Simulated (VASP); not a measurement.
Write the native input for VASP 6.6.1 that does the following.

| Item | Value |
| --- | --- |
| Task | single point |
| Functional | PBEsol |
| Potentials or basis | VASP PAW PBE potentials, release 64 (Mo_sv) |
| Cutoff | 520 eV |
| k mesh | 18 × 18 × 18 |
| Occupations | gaussian, width 0.1 eV |
| Spin | no spin polarisation |
| Dipole correction | no |
| Further INCAR settings | ALGO = Fast; EDIFF = 1e-06; NBANDS = 13 |

The structure of Mo lies in POSCAR:

```
Mo
1.0
   -1.5162216314      1.5162216314      1.5162216314
    1.5162216314     -1.5162216314      1.5162216314
    1.5162216314      1.5162216314     -1.5162216314
Mo
1
Direct
    0.0000000000      0.0000000000      0.0000000000
```

This cell differs from its parent crystal: volume scaled by 0.91.

These files were run (other wordings do the same):

INCAR

```
SYSTEM = Mo
PREC = Accurate ; ENCUT = 520
EDIFF = 1E-6 ; ISMEAR = 0
SIGMA = 0.1 ; LREAL = .False.
LASPH = .True. ; NELM = 60
ALGO = Fast ; ISIF = 2
LWAVE = .False. ; LCHARG = .False.
GGA = PS ; NBANDS = 13
```

KPOINTS

```
Automatic mesh
0
Gamma
  18 18 18
  0 0 0
```

Potentials or basis: VASP PAW PBE potentials, release 64 (Mo_sv).

The run is started by

```console
$ cat potpaw_PBE.64/Mo_sv/POTCAR > POTCAR
$ mpirun -np 1 vasp_std > vasp.out
```

It gave:

```yaml
Pressure: 33.4 GPa
Band_gap_on_the_k_mesh: zero (band 7 reaches 19.09 eV, above the bottom of band 8 at 12.78 eV)
```

Caveat: the PAW data sets were made with another functional, which shifts forces and pressure a little.

Run time: 36 s on 1 thread of Intel Xeon 8259CL (shared host), peak memory 0.15 GiB.
